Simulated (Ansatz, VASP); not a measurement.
# One calculation of B4Ru, two programs

File INCAR:

```
SYSTEM = B4Ru
PREC = Accurate
ENCUT = 600
EDIFF = 1E-6
ISMEAR = 0
SIGMA = 0.1
LREAL = .False.
LASPH = .True.
NELM = 80
ALGO = Normal
ISIF = 3
LWAVE = .False.
LCHARG = .False.
GGA = PE
IBRION = 2
NSW = 90
EDIFFG = -0.04
```

The input KPOINTS:

```
Automatic mesh
0
Gamma
  6 6 4
  0 0 0
```

Contents of POSCAR:

```
B4Ru
1.0
    3.1329089100      0.0000000000      0.0000000000
    0.0000000000      3.1329089100      0.0000000000
    0.0000000000      0.0000000000      5.0554684800
B Ru
4 1
Direct
    0.5000000000      0.5000000000      0.2586605000
    0.5000000000      0.5000000000      0.7413395000
    0.0000000000      0.0000000000      0.0000000000
    0.5000000000      0.5000000000      0.5000000000
    0.5000000000      0.5000000000      0.0000000000
```

Input for Ansatz:

```yaml
crystal:
  lattice:
    - [3.13290891, 0.0, 0.0]
    - [0.0, 3.13290891, 0.0]
    - [0.0, 0.0, 5.05546848]
  atoms:
    - { symbol: B, position: [0.5, 0.5, 0.2586605] }
    - { symbol: B, position: [0.5, 0.5, 0.7413395] }
    - { symbol: B, position: [0.0, 0.0, 0.0] }
    - { symbol: B, position: [0.5, 0.5, 0.5] }
    - { symbol: Ru, position: [0.5, 0.5, 0.0] }
basis:
  ecutwfc: 420
kpoints:
  mp_grid: { grid: [6, 6, 4] }
hamiltonian:
  xc: pbe
scf:
  occupations: { method: gaussian, width: 0.1 }
  lower_state_search: "off"
output:
  forces: true
  stress: true
  eigenvalues: true
relax:
  adjacent_minimum: "off"
  f_tol: 0.04
  max_steps: 70
  cell: { stress_tol: 0.4 }
```

Alike in both runs: task relaxation of cell and atoms; functional PBE; k mesh 6 × 6 × 4; occupations gaussian, width 0.1 eV; no spin polarisation.

|  | VASP | Ansatz |
| --- | --- | --- |
| version | VASP 6.6.1 | Ansatz 0.2.0 |
| potentials or method | VASP PAW PBE potentials, release 64 (B, Ru_pv), cutoff 600 eV | scalar-relativistic, plane waves, PAW |
| valence electrons in the cell | 26 | 28 |

Ansatz gave:

```
gap on the k mesh at the Fermi level, each at its own relaxed structure (eV) : none
relaxed volume (Å³/atom)                                                     : 12.74
relaxed cell length with the largest relative difference (Å)                 : 7.356
```

Problem. Which values does VASP return?

Solution. gap on the k mesh at the Fermi level, each at its own relaxed structure (eV): none; relaxed volume (Å³/atom): 12.72; relaxed cell length with the largest relative difference (Å): 7.345.

A gap of «none» marks a metal or a gap that the smearing closes. VASP's potentials hold 26 valence electrons a cell and Ansatz's 28, so a difference there can come from the potentials and not from the codes.

Noted on VASP's run: the volume moved by over 15 % at a fixed basis, so the end points are rough.
